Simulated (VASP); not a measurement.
# AlNi (Cmm2) in VASP: notebook

Runs on AlNi. Level: PBEsol. Tasks: single point.

All numbers are computed with VASP 6.6.1; they aren't measurements. Logs are shortened: lines on timing, memory, paths and dates and some standing lists are left out, and cuts for length are marked.

## 1. The cell of the first run

It takes space group Cmm2 (No. 35, orthorhombic). Conventional cell: a = 3.877 Å, b = 3.906 Å, c = 3.099 Å, α = 90.00°, β = 90.00°, γ = 90.00°. Within 2.9 Å of Al (site symmetry mm2) lie 8 Ni at 2.23 to 2.80 Å and 4 Al at 2.75 Å. Within 2.9 Å of Ni (site symmetry mm2) lie 8 Al at 2.23 to 2.80 Å and 4 Ni at 2.75 Å.

## 2. Single point, PBEsol (atom 2 (Ni) moved by (+0.000, -0.450) A along [1 1 0] and z)

File INCAR:

```
  PREC = Accurate
  ENCUT = 520
  EDIFF = 1E-6
  ISMEAR = 0
  SIGMA = 0.15
  LREAL = F
  LASPH = T
  NELM = 100
  ALGO = Fast
  ISIF = 2
  LWAVE = F
  LCHARG = F
  GGA = PS
  NBANDS = 14
```

File KPOINTS:

```
regular mesh
0
Gamma
  18 18 16
```

File POSCAR:

```
AlNi
1.0
    1.9386940000     -1.9531901500      0.0000000000
    1.9386940000      1.9531901500      0.0000000000
    0.0000000000      0.0000000000      3.0994300413
Al Ni
1 1
Direct
    0.0000000000      0.0000000000      0.0000000000
    0.5000000000      0.5000000000      0.3548120158
```

Potentials or basis: VASP PAW PBE potentials, release 64 (Al, Ni).

Launch:

```
$ cat potpaw_PBE.64/Al/POTCAR potpaw_PBE.64/Ni/POTCAR > POTCAR
$ mpirun -np 1 vasp_std > vasp.out
```

OUTCAR:

```text
PREC = Accurate
   ENCUT = 520
   EDIFF = 1E-6
   ISMEAR = 0
   LREAL = F
   LASPH = T
   NELM = 100
   ISIF = 2
   GGA = PS

 ion  position               nearest neighbor table
   1  0.000  0.000  0.000-   2 2.23   2 2.23   2 2.24   2 2.24   2 2.79   2 2.79   2 2.80   2 2.80

   2  0.500  0.500  0.355-   1 2.23   1 2.23   1 2.24   1 2.24   1 2.79   1 2.79   1 2.80   1 2.80

  LATTYP: Found a base centered orthorhombic cell.
 ALAT       =     3.8773880000
 B/A-ratio  =     1.0074772759
 C/A-ratio  =     0.7993603017

  Lattice vectors:

 A1 = (   1.9386940000,  -1.9531901500,   0.0000000000)
 A2 = (   1.9386940000,   1.9531901500,   0.0000000000)
 A3 = (   0.0000000000,   0.0000000000,   3.0994300413)

Analysis of symmetry for initial positions (statically):
=====================================================================
 Subroutine PRICEL returns:
 Original cell was already a primitive cell.

 Routine SETGRP: Setting up the symmetry group for a
 base centered orthorhombic supercell.

 Subroutine GETGRP returns: Found  4 space group operations
 (whereof  4 operations were pure point group operations)
 out of a pool of  8 trial point group operations.

The static configuration has the point symmetry C_2v.

Analysis of symmetry for dynamics (positions and initial velocities):
=====================================================================
 Subroutine PRICEL returns:
 Original cell was already a primitive cell.

 Routine SETGRP: Setting up the symmetry group for a
 base centered orthorhombic supercell.

 Subroutine GETGRP returns: Found  4 space group operations
 (whereof  4 operations were pure point group operations)
 out of a pool of  8 trial point group operations.

The dynamic configuration has the point symmetry C_2v.

 Subroutine INISYM returns: Found  4 space group operations
 (whereof  4 operations are pure point group operations),
 and found     1 'primitive' translations

----------------------------------------------------------------------------------------

                                     Primitive cell

  volume of cell :      23.4728

  direct lattice vectors                    reciprocal lattice vectors
     1.938694000 -1.953190150  0.000000000     0.257905580 -0.255991461  0.000000000
     1.938694000  1.953190150  0.000000000     0.257905580  0.255991461  0.000000000
     0.000000000  0.000000000  3.099430041     0.000000000  0.000000000  0.322639965

  length of vectors
     2.751996764  2.751996764  3.099430041     0.363382603  0.363382603  0.322639965

  position of ions in fractional coordinates (direct lattice)
     0.000000000  0.000000000  0.000000000
     0.500000000  0.500000000  0.354812016

  ion indices of the primitive-cell ions
   primitive index   ion index
                 1           1
                 2           2

----------------------------------------------------------------------------------------

 KPOINTS: regular mesh

Automatic generation of k-mesh.
 Grid dimensions read from file:
 generate k-points for:   18   18   16

 Generating k-lattice:

  Cartesian coordinates                     Fractional coordinates (reciprocal lattice)
     0.014328088 -0.014221748  0.000000000     0.055555556  0.000000000  0.000000000
     0.014328088  0.014221748  0.000000000     0.000000000  0.055555556  0.000000000
     0.000000000  0.000000000  0.020164998     0.000000000  0.000000000  0.062500000

  Length of vectors
     0.020187922  0.020187922  0.020164998

  Shift w.r.t. Gamma in fractional coordinates (k-lattice)
     0.000000000  0.000000000  0.000000000

 Subroutine IBZKPT returns following result:
 ===========================================

 Found    819 irreducible k-points:

 Following reciprocal coordinates:
            Coordinates               Weight
  0.000000  0.000000  0.000000      1.000000
  0.055556  0.000000  0.000000      4.000000
  0.111111  0.000000  0.000000      4.000000
  0.166667  0.000000  0.000000      4.000000
  0.222222 -0.000000  0.000000      4.000000
  0.277778  0.000000  0.000000      4.000000
[... 16 lines left out ...]
 -0.277778  0.055556  0.000000      4.000000
 -0.222222  0.055556  0.000000      4.000000
 [... further k-points ...]
   k-points           NKPTS =    819   k-points in BZ     NKDIM =    819   number of bands    NBANDS=     14
   number of dos      NEDOS =    301   number of ions     NIONS =      2
   total plane-waves  NPLWV =   9600
   dimension x,y,z NGX =    20 NGY =   20 NGZ =   24
   dimension x,y,z NGXF=    40 NGYF=   40 NGZF=   48
   ions per type =               1   1
   NGX,Y,Z   is equivalent  to a cutoff of  12.08, 12.08, 12.87 a.u.
   NGXF,Y,Z  is equivalent  to a cutoff of  24.16, 24.16, 25.75 a.u.
 SYSTEM =  unknown system
   PREC   = accura    normal or accurate (medium, high low for compatibility)
   ISTART =      0    job   : 0-new  1-cont  2-samecut
   ICHARG =      2    charge: 1-file 2-atom 10-const
   ISPIN  =      1    spin polarized calculation?
   LNONCOLLINEAR =      F non collinear calculations
   LSORBIT =      F    spin-orbit coupling
   LASPH  =      T    aspherical Exc in radial PAW
   ENCUT  =  520.0 eV  38.22 Ry    6.18 a.u.   5.12  5.12  5.76*2*pi/ulx,y,z
   NELM   =    100;   NELMIN=  2; NELMDL= -5     # of ELM steps
   EDIFF  = 0.1E-05   stopping-criterion for ELM
   LREAL  =      F    real-space projection
   EDIFFG = 0.1E-04   stopping-criterion for IOM
   NSW    =      0    number of steps for IOM
   IBRION =     -1    ionic relax: 0-MD 1-quasi-New 2-CG
   NFREE  =      0    steps in history (QN), initial steepest desc. (CG)
   ISIF   =      2    stress and relaxation
   ISYM   =      2    0-nonsym 1-usesym 2-fastsym
   POTIM  = 0.5000    time-step for ionic-motion
   TEBEG  =    0.0;   TEEND  =   0.0 temperature during run
   PSTRESS=    0.0 pullay stress
   NELECT =      13.0000    total number of electrons
   NUPDOWN=      -1.0000    fix difference up-down
   EMIN   =  10.00;   EMAX   =-10.00  energy-range for DOS
   EFERMI =   0.00;   METHOD = LEGACY
   ISMEAR =     0;   SIGMA  =   0.15  broadening in eV -4-tet -1-fermi 0-gaus
   EFERMI_NEDOS =   21; number of points for ismear=-14 and -15
   IALGO  =     68    algorithm
   IMIX   =      4    mixing-type and parameters
     AMIX     =   0.40;   BMIX     =  1.00
     AMIX_MAG =   1.60;   BMIX_MAG =  1.00
  volume/ion in A,a.u.               =      11.74        79.20
  Fermi-wavevector in a.u.,A,eV,Ry     =   1.344417  2.540580 24.591955  1.807458
  Thomas-Fermi vector in A             =   2.472413
   LORBIT       =      0    0 simple, 1 ext, 2 COOP (PROOUT), +10 PAW based schemes
   GGA     = PS    functional components
   LHFCALC =     F    Hartree Fock is set to
   AEXX    =    0.0000 exact exchange contribution
   IVDW    =     0    specifies the selected vdW correction
   LEPSILON=     F    determine dielectric tensor
   LRPA    =     F    only Hartree local field effects (RPA)
 non-spin polarized calculation
 RMM-DIIS sequential band-by-band and
 Gauss-broadening in eV      SIGMA  =   0.15
  energy-cutoff  :      520.00
  volume of cell :       23.47
 maximum number of plane-waves:       646
   NGX = 11   NGY = 11   NGZ = 11

 number of electron      13.0000021 magnetization

 Free energy of the ion-electron system (eV)
  ---------------------------------------------------
  ext. energy  EPLUGINS =         0.00000000
  ---------------------------------------------------
  free energy    TOTEN  =       -10.88038250 eV

  energy without entropy =      -10.87183693  energy(sigma->0) =      -10.87610971

 E-fermi :  10.0844     XC(G=0): -12.1931

 val. band max:       10.0832976938   @ k =  -0.3889   0.2222   0.0625
 cond. band min:      10.0873595303   @ k =   0.2778   0.2222   0.3750
 fundamental gap:      0.0040618365
 Fermi energy:        10.0843961681

 k-point     1 :       0.0000    0.0000    0.0000
  band No.  band energies     occupation
      1      -1.1271      2.00000
      2       6.4662      2.00000
      3       6.4965      2.00000
      4       8.3105      2.00000
      5       8.3336      2.00000
      6       8.4390      2.00000
      7      13.6013      0.00000
      8      16.9408      0.00000
      9      17.2247      0.00000
     10      17.2621      0.00000
     11      19.0370      0.00000
     12      24.1718      0.00000
     13      29.6174      0.00000
     14      29.6493      0.00000

 k-point     2 :       0.0556    0.0000    0.0000
  band No.  band energies     occupation
      1      -1.0645      2.00000
      2       6.4720      2.00000
      3       6.5158      2.00000
      4       8.2797      2.00000
      5       8.3248      2.00000
      6       8.4151      2.00000
      7      13.6684      0.00000
      8      16.3823      0.00000
      9      17.0354      0.00000
     10      17.3214      0.00000
     11      19.6633      0.00000
     12      24.4498      0.00000
     13      29.0856      0.00000
     14      29.6813      0.00000

 k-point     3 :       0.1111    0.0000    0.0000
  band No.  band energies     occupation
      1      -0.8776      2.00000
      2       6.4831      2.00000
      3       6.5705      2.00000
      4       8.1749      2.00000
      5       8.3041      2.00000
      6       8.3653      2.00000
      7      13.7772      0.00000
      8      15.1865      0.00000
      9      17.0640      0.00000
     10      17.5506      0.00000
     11      20.4919      0.00000
     12      25.2515      0.00000
     13      27.9694      0.00000
     14      29.8112      0.00000

 k-point     4 :       0.1667    0.0000    0.0000
  band No.  band energies     occupation
      1      -0.5682      2.00000
      2       6.4785      2.00000
      3       6.6520      2.00000
      4       8.0262      2.00000
      5       8.2109      2.00000
      6       8.3572      2.00000
      7      13.2382      0.00000
      8      14.7464      0.00000
      9      17.1329      0.00000
     10      17.9202      0.00000
     11      21.0803      0.00000
     12      25.9833      0.00000
     13      27.2177      0.00000
     14      29.7046      0.00000

 k-point     5 :       0.2222   -0.0000    0.0000
  band No.  band energies     occupation
      1      -0.1401      2.00000
      2       6.4145      2.00000
      3       6.7486      2.00000
      4       7.8646      2.00000
      5       8.0834      2.00000
      6       8.3668      2.00000
      7      12.0942      0.00000
      8      15.1365      0.00000
      9      17.2333      0.00000
     10      18.4151      0.00000
     11      21.4748      0.00000
[... 276 lines left out ...]
 k-point    22 :      -0.3333    0.0556    0.0000
  band No.  band energies     occupation
      1       1.1014      2.00000
      2       5.8507      2.00000
      3       6.9533      2.00000
      4       7.5676      2.00000
      5       7.8266      2.00000
      6       8.3620      2.00000
      7      10.3113      0.03241
      8      16.4343      0.00000
      9      17.4790      0.00000
     10      19.1434      0.00000
     11      22.1388      0.00000
     12      23.1915      0.00000
     13      25.1255      0.00000
     14      26.3222      0.00000

 k-point    23 :      -0.2778    0.0556    0.0000
  band No.  band energies     occupation
      1       0.4563      2.00000
      2       6.2492      2.00000
      3       6.8597      2.00000
      4       7.7115      2.00000
      5       7.9272      2.00000
      6       8.3476      2.00000
      7      11.1018      0.00000
      8      15.7597      0.00000
      9      17.2697      0.00000
     10      18.5255      0.00000
     11      22.3543      0.00000
     12      24.0186      0.00000
     13      26.1580      0.00000
     14      27.1528      0.00000

 k-point    24 :      -0.2222    0.0556    0.0000
  band No.  band energies     occupation
      1      -0.0833      2.00000
      2       6.4385      2.00000
      3       6.7609      2.00000
      4       7.8688      2.00000
      5       8.0494      2.00000
      6       8.3326      2.00000
      7      12.1600      0.00000
      8      15.1650      0.00000
      9      17.0735      0.00000
     10      18.0082      0.00000
     11      22.1521      0.00000
     12      25.1319      0.00000
     13      27.2279      0.00000
     14      28.0450      0.00000

 [... further k-points ...]

------------------------ aborting loop because EDIFF is reached ----------------------------------------

  FORCE on cell =-STRESS in cart. coord.  units (eV):
  Direction    XX          YY          ZZ          XY          YZ          ZX
  --------------------------------------------------------------------------------------
  -------------------------------------------------------------------------------------
  Total        3.4830323      3.1239032      0.5703821      0.0000000      0.0000000      0.0000000
  in kB      237.7401089    213.2271587     38.9323690      0.0000000      0.0000000      0.0000000
  external PRESSURE =     163.2998789 kB  Pullay stress =       0.0000000 kB

 VOLUME and BASIS-vectors are now :
 -----------------------------------------------------------------------------
  energy-cutoff  :      520.00
  volume of cell :       23.47
      direct lattice vectors                 reciprocal lattice vectors
     1.938694000 -1.953190150  0.000000000     0.257905580 -0.255991461  0.000000000
     1.938694000  1.953190150  0.000000000     0.257905580  0.255991461  0.000000000
     0.000000000  0.000000000  3.099430041     0.000000000  0.000000000  0.322639965

 POSITION                                       TOTAL-FORCE (eV/Angst)
 -----------------------------------------------------------------------------------
      0.00000      0.00000      0.00000         0.000000      0.000000     -3.001565
      1.93869      0.00000      1.09972         0.000000      0.000000      3.001565
 -----------------------------------------------------------------------------------
    total drift:                               -0.000000      0.000000      0.000494

  FREE ENERGIE OF THE ION-ELECTRON SYSTEM (eV)
  ---------------------------------------------------
  free  energy   TOTEN  =       -10.8803824986 eV

  energy  without entropy=      -10.8718369277  energy(sigma->0) =      -10.87610971
```

Wall time 83 s (1 thread of Intel Xeon 6975P-C (Granite Rapids), shared host); peak memory 0.36 GiB.

Results:

```
Free energy            : -10.8804 eV
Pressure               : 16.3 GPa
Largest force          : 3.002 eV/Å
Band gap on the k mesh : zero (an odd number of electrons rules out a gap without spin polarisation)
```

Forces in eV/Å, atoms in the order of the input:
```
Al   0.000  0.000 -3.002
Ni   0.000  0.000  3.002
```

Caveat: the cell differs from its parent crystal (atom 2 (Ni) moved by (+0.000, -0.450) A along [1 1 0] and z); the stress differs along the axes, from 4 to 24 GPa; the PAW data sets were made with another functional, which shifts forces and pressure a little.

(Continued in part 2 of 2.)
